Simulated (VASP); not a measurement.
Input of a VASP 6.6.1 run:

INCAR

```
  PREC = Accurate
  ENCUT = 600
  EDIFF = 1E-7
  ISMEAR = 0
  SIGMA = 0.1
  LREAL = F
  LASPH = T
  NELM = 100
  ALGO = Normal
  ISIF = 3
  LWAVE = F
  LCHARG = F
  GGA = PE
  IBRION = 2
  NSW = 80
  EDIFFG = -0.05
```

KPOINTS

```
Automatic mesh
0
Gamma
  8 8 8
```

File POSCAR:

```
Ir
1.0
    0.0000000000      1.9057899381      1.9057899381
    1.9057899381      0.0000000000      1.9057899381
    1.9057899381      1.9057899381      0.0000000000
Ir
1
Direct
    0.0000000000      0.0000000000      0.0000000000
```

Potentials or basis: VASP PAW PBE potentials, release 64 (Ir).

Command:

```console
$ cat potpaw_PBE.64/Ir/POTCAR > POTCAR
$ mpirun -np 1 vasp_std > vasp.out
```

**Question.** What does it give for the relaxed cell?

**Answer.** a = 2.742 Å, b = 2.742 Å, c = 2.742 Å, α = 60.00°, β = 60.00°, γ = 60.00°.

**Question.** What does it give for the space group after relaxing (to 0.05 Å)?

**Answer.** Fm-3m (No. 225).

Final structure:
```
Ir
1.0
     0.00000    1.93911    1.93911
     1.93911    0.00000    1.93911
     1.93911    1.93911    0.00000
Ir
1
Direct
  0.00000 0.00000 0.00000
```
